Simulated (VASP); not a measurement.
Here is a VASP 6.6.1 calculation.

INCAR

```
PREC = Accurate ; ENCUT = 600
EDIFF = 1E-6 ; ISMEAR = 0
SIGMA = 0.1 ; LREAL = F
LASPH = T ; NELM = 100
ALGO = Normal ; ISIF = 3
LWAVE = F ; LCHARG = F
GGA = PE ; IBRION = 2
NSW = 100 ; EDIFFG = -0.01
```

Contents of KPOINTS:

```
Automatic mesh
0
Gamma
  12 12 10
```

POSCAR

```
ZnGaP
1.0
    3.8495822715      0.0000000000      0.0000000000
    0.0000000000      3.8495822715      0.0000000000
    0.0000000000      0.0000000000      4.4529246105
Zn Ga P
1 1 1
Direct
    0.5000000000      0.5000000000      0.0000000000
    0.0000000000      0.0000000000      0.0000000000
    0.5000000000      0.5000000000      0.5000000000
```

Potentials or basis: VASP PAW PBE potentials, release 64 (Zn, Ga_d, P).

Launch:

```bash
$ cat potpaw_PBE.64/Zn/POTCAR potpaw_PBE.64/Ga_d/POTCAR potpaw_PBE.64/P/POTCAR > POTCAR
$ mpirun -np 1 vasp_std > vasp.out
```

(1) Estimate the relaxed cell.

(2) What does it give for the space group after relaxing (to 0.05 Å)?

(3) What does it give for the band gap on the k mesh?

(4) What does it give for the relaxed volume?

Results:

(1) a = 3.804 Å, b = 3.804 Å, c = 4.493 Å, α = 90.00°, β = 90.00°, γ = 90.00°.

(2) P4/mmm (No. 123).

(3) zero (band 15 reaches 3.95 eV, above the bottom of band 16 at 1.50 eV).

(4) 21.68 Å³/atom.
